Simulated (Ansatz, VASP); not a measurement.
## Li4HgS3: VASP beside Ansatz

INCAR

```
SYSTEM = Li4HgS3
PREC = Accurate
ENCUT = 600
EDIFF = 1E-6
ISMEAR = 0
SIGMA = 0.02
LREAL = .FALSE.
LASPH = .TRUE.
NELM = 60
ALGO = Normal
ISIF = 3
LWAVE = .FALSE.
LCHARG = .FALSE.
GGA = PE
IBRION = 2
NSW = 100
EDIFFG = -0.01
```

File KPOINTS:

```
Automatic mesh
0
G
  12 12 4
  0 0 0
```

File POSCAR:

```
Li4HgS3
1.0
    3.9964861100      0.0000000000      0.0000000000
   -1.9982430550      3.4610584972      0.0000000000
    0.0000000000      0.0000000000     10.2982940351
Li Hg S
4 1 3
Direct
    0.0000000000      0.0000000000      0.9979528663
    0.6666666667      0.3333333333      0.4540104937
    0.0000000000      0.0000000000      0.6788081504
    0.6666666667      0.3333333333      0.8557025112
    0.3333333333      0.6666666667      0.2432111964
    0.6666666667      0.3333333333      0.1076896578
    0.3333333333      0.6666666667      0.4828136368
    0.3333333333      0.6666666667      0.8078061874
```

Input for Ansatz:

```yaml
crystal:
  lattice:
    - [3.99648611, 0.0, 0.0]
    - [-1.998243055, 3.4610584972, 0.0]
    - [0.0, 0.0, 10.2982940351]
  atoms:
    - { symbol: Li, position: [0.0, 0.0, 0.9979528663] }
    - { symbol: Li, position: [0.6666666667, 0.3333333333, 0.4540104937] }
    - { symbol: Li, position: [0.0, 0.0, 0.6788081504] }
    - { symbol: Li, position: [0.6666666667, 0.3333333333, 0.8557025112] }
    - { symbol: Hg, position: [0.3333333333, 0.6666666667, 0.2432111964] }
    - { symbol: S, position: [0.6666666667, 0.3333333333, 0.1076896578] }
    - { symbol: S, position: [0.3333333333, 0.6666666667, 0.4828136368] }
    - { symbol: S, position: [0.3333333333, 0.6666666667, 0.8078061874] }
basis:
  ecutwfc: 420
kpoints:
  mp_grid: { grid: [12, 12, 4] }
hamiltonian:
  xc: pbe
scf:
  occupations: { method: gaussian, width: 0.02 }
output:
  forces: true
  stress: true
  eigenvalues: true
relax:
  adjacent_minimum: "off"
  f_tol: 0.01
  max_steps: 80
  cell: { stress_tol: 0.05 }
```

Alike in both runs: task relaxation of cell and atoms; functional PBE; k mesh 12 × 12 × 4; occupations gaussian, width 0.02 eV; no spin polarisation.

|  | VASP | Ansatz |
| --- | --- | --- |
| version | VASP 6.6.1 | Ansatz 0.2.0 |
| potentials or method | VASP PAW PBE potentials, release 64 (Li_sv, Hg, S), cutoff 600 eV | scalar-relativistic, plane waves, PAW |
| valence electrons in the cell | 42 | 50 |

Ansatz gave:

```
gap on the k mesh at the Fermi level, each at its own relaxed structure (eV)  : 1.18
relaxed volume (Å³/atom)                                                      : 17.80
relaxed length of the cell vector where the two differ most in proportion (Å) : 10.253
```

**Question.** Estimate VASP's values.

**Answer.** gap on the k mesh at the Fermi level, each at its own relaxed structure (eV): 1.18; relaxed volume (Å³/atom): 17.77; relaxed length of the cell vector where the two differ most in proportion (Å): 10.241.

VASP's potentials hold 42 valence electrons a cell and Ansatz's 50, so a difference there can come from the potentials and not from the codes.

Spin-orbit coupling is off throughout. Noted on VASP's run: the cutoff is under 1.25 times that of the potentials, so the pressure is a little rough.
